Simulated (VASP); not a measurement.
Crystal: Ru.

```
Ru
1.0
    -1.32325    1.32325    2.01313
     1.32325   -1.32325    2.01313
     1.32325    1.32325   -2.01313
Ru
1
Direct
  0.00000 0.00000 0.00000
```

```yaml
Program: VASP 6.6.1
Task: relaxation of cell and atoms
Functional: r2SCAN
Potentials_or_basis: VASP PAW PBE potentials, release 64 (Ru_sv)
Cutoff: 660 eV
k_mesh: 8 × 8 × 8
Occupations: gaussian, width 0.1 eV
Spin: no spin polarisation
```

At the start: pressure -11.8 GPa; volume 14.10 Å³/atom.

Task: How do energy, volume and symmetry change on relaxing?

Result: Over 7 steps the energy falls by 59.3 meV/atom and the volume is 13.52 Å³/atom (-4.1 %); space group Fm-3m (No. 225, to 0.05 Å).

The path:
| step | energy change (eV) | largest force (eV/Å) | pressure (GPa) | volume (Å³) |
| --- | --- | --- | --- | --- |
| 1 | 0.0000 | 0.0000 | -11.78 | 14.10 |
| 2 | 0.1436 | 0.0000 | 49.83 | 12.06 |
| 3 | -0.0405 | 0.0000 | 3.33 | 13.41 |
| 4 | -0.0588 | 0.0000 | -1.53 | 13.58 |
| 5 | -0.0591 | 0.0000 | -1.10 | 13.56 |
| 6 | -0.0584 | 0.0000 | 2.36 | 13.42 |
| 7 | -0.0593 | 0.0000 | -0.03 | 13.52 |

Final structure:
```cif
data_structure
_symmetry_space_group_name_H-M 'P 1'
_symmetry_Int_Tables_number 1
_cell_length_a 2.6738
_cell_length_b 2.6738
_cell_length_c 2.6738
_cell_angle_alpha 119.988
_cell_angle_beta 119.988
_cell_angle_gamma 90.020
_cell_volume 13.52
loop_
_atom_site_label
_atom_site_type_symbol
_atom_site_fract_x
_atom_site_fract_y
_atom_site_fract_z
_atom_site_occupancy
Ru1 Ru 0.00000 0.00000 0.00000 1
```

Caveat: the k points lie up to 0.42 Å⁻¹ apart in the final cell; the PAW data sets were made with another functional, which shifts forces and pressure a little.
